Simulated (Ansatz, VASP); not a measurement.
AlNi in VASP and in Ansatz

INCAR

```
PREC = Accurate ; ENCUT = 520
EDIFF = 1E-7 ; ISMEAR = -1
SIGMA = 0.05 ; LREAL = False
LASPH = True ; NELM = 150
ALGO = Normal ; ISIF = 2
LWAVE = False ; LCHARG = True
ISPIN = 2 ; MAGMOM = 1 1 1 1 0 0 0 0
LORBIT = 11 ; LMAXMIX = 4
LDIPOL = True ; IDIPOL = 3
DIPOL = 0.5 0.5 0.500 ; GGA = PE
LELF = True ; LVHAR = True
LVACPOTAV = True ; NBANDS = 40
```

File KPOINTS:

```
regular mesh
0
Gamma
  9 9 1
```

POSCAR

```
AlNi
1.0
    2.8810000000      0.0000000000      0.0000000000
    0.0000000000      2.8810000000      0.0000000000
    0.0000000000      0.0000000000     25.0835000000
Ni Al
4 4
Direct
    0.5000000000      0.5000000000      0.2990013355
    0.5000000000      0.5000000000      0.4138577152
    0.5000000000      0.5000000000      0.5287140949
    0.5000000000      0.5000000000      0.6435704746
    0.0000000000      0.0000000000      0.3564295254
    0.0000000000      0.0000000000      0.4712859051
    0.0000000000      0.0000000000      0.5861422848
    0.0000000000      0.0000000000      0.7009986645
```

The input input.yaml:

```yaml
crystal:
  lattice:
    - [2.881, 0.0, 0.0]
    - [0.0, 2.881, 0.0]
    - [0.0, 0.0, 25.0835]
  atoms:
    - { symbol: Ni, position: [0.5, 0.5, 0.2990013355], spin: 1.0 }
    - { symbol: Al, position: [0.0, 0.0, 0.3564295254] }
    - { symbol: Ni, position: [0.5, 0.5, 0.4138577152], spin: 1.0 }
    - { symbol: Al, position: [0.0, 0.0, 0.4712859051] }
    - { symbol: Ni, position: [0.5, 0.5, 0.5287140949], spin: 1.0 }
    - { symbol: Al, position: [0.0, 0.0, 0.5861422848] }
    - { symbol: Ni, position: [0.5, 0.5, 0.6435704746], spin: 1.0 }
    - { symbol: Al, position: [0.0, 0.0, 0.7009986645] }
hamiltonian:
  xc: pbe
  pseudopotentials: { kind: paw }
magnetization:
  spin_polarized: true
kpoints:
  mp_grid: { grid: [9, 9, 1] }
scf:
  occupations: { method: fermi_dirac, width: 0.05 }
output:
  forces: true
  eigenvalues: true
  write_density: true
  write_potential: true
  elf: true
  volumetric_format: npy
efield:
  axis: 3
  dipole_correction: true
  ramp_width: 0.04
```

Alike in both runs: task single point; functional PBE; k mesh 9 × 9 × 1; occupations fermi-dirac, width 0.05 eV; collinear spin.

|  | VASP | Ansatz |
| --- | --- | --- |
| version | VASP 6.6.1 | Ansatz 0.2.0 |
| potentials or method | VASP PAW PBE potentials, release 64 (Ni, Al) | Ansatz PAW |
| plane-wave cutoff (eV) | 520 | 420 |
| valence electrons in the cell | 52 | 84 |

|  | VASP | Ansatz | Ansatz less VASP |
| --- | --- | --- | --- |
| gap on the k mesh at the Fermi level (eV) | none | none | - |
| rms of the force components (eV/Å) | 0.252 | 0.256 | +0.0041 |
| net moment per atom (μB) | 0.00 | 0.00 | 0.000 |
| work function, face that differs most (eV) | 4.60 | 4.62 | +0.016 |

A gap of «none» marks a metal or a gap that the smearing closes. VASP's potentials hold 52 valence electrons a cell and Ansatz's 84, so a difference there can come from the potentials and not from the codes.
